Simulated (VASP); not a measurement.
Input of a VASP 6.6.1 run:

The input INCAR:

```
SYSTEM = ZnF2
PREC     = Accurate       ! precision mode
ENCUT    = 600            ! plane-wave cutoff, eV
EDIFF    = 1E-6           ! SCF threshold, eV
ISMEAR   = 0              ! smearing method
SIGMA    = 0.02           ! smearing width, eV
LREAL    = .False.        ! projectors in reciprocal space
LASPH    = .True.         ! aspherical terms in the spheres
NELM     = 120            ! most SCF steps
ALGO     = Normal         ! electronic algorithm
ISIF     = 2              ! what is computed and relaxed
LWAVE    = .False.        ! write WAVECAR
LCHARG   = .True.         ! write CHGCAR
GGA      = PE             ! functional
LELF     = .True.         ! ELF
LVHAR    = .True.       
NBANDS   = 35             ! bands
GGA_COMPAT= .False.
```

File KPOINTS:

```
regular mesh
0
Gamma
  6 6 8
  0 0 0
```

POSCAR

```
ZnF2
1.0
    4.9325945862      0.0000000000      0.0000000000
    0.0000000000      4.9325945862      0.0000000000
    0.0000000000      0.0000000000      3.1875335836
Zn F
2 4
Direct
    0.0000000000      0.0000000000      0.0000000000
    0.5000000000      0.5000000000      0.5000000000
    0.3080202303      0.3080202303      0.0000000000
    0.1919797697      0.8080202303      0.5000000000
    0.6919797697      0.6919797697      0.0000000000
    0.8080202303      0.1919797697      0.5000000000
```

Potentials or basis: VASP PAW PBE potentials, release 64 (Zn, F).

Launch:

```console
$ cat potpaw_PBE.64/Zn/POTCAR potpaw_PBE.64/F/POTCAR > POTCAR
$ mpirun -np 1 vasp_std > vasp.out
```

(1) What does it give for the band gap on the k mesh?

(2) Estimate the largest force.

Results:

(1) 3.40 eV (least direct gap 3.51 eV).

(2) 0.027 eV/Å.

Caveat: the cell stands under tension.
